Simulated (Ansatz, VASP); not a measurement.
# One calculation of CuGe4, two programs

```xyz
5
Lattice="4.0304 0.0000 0.0000 -2.0152 3.4904 0.0000 0.0000 0.0000 21.5984" Properties=species:S:1:pos:R:3 pbc="T T T"
Ge    0.0000    2.3269    4.0000
Ge    0.0000    0.0000    4.8227
Ge    0.0000    0.0000    7.4366
Ge    2.0152    1.1635    8.1984
Cu    2.0152    4.2660   10.9984
```

Alike in both runs: task single point; functional PBE; dispersion D3(BJ); k mesh 9 × 9 × 1; occupations gaussian, width 0.1 eV; no spin polarisation.

|  | VASP | Ansatz |
| --- | --- | --- |
| version | VASP 6.6.1 | Ansatz 0.2.0 |
| potentials or method | VASP PAW PBE potentials, release 64 (Ge_d, Cu), cutoff 520 eV | scalar-relativistic, plane waves, PAW |
| valence electrons in the cell | 67 | 75 |

```csv
,VASP,Ansatz,Ansatz less VASP
gap on the k mesh at the Fermi level (eV),none,none,-
rms of the force components (eV/Å),0.292,0.293,+0.0007
```

Atom by atom the forces differ by 0.001 eV/Å (rms over components). A gap of «none» marks a metal or a gap that the smearing closes. VASP's potentials hold 67 valence electrons a cell and Ansatz's 75, so a difference there can come from the potentials and not from the codes.
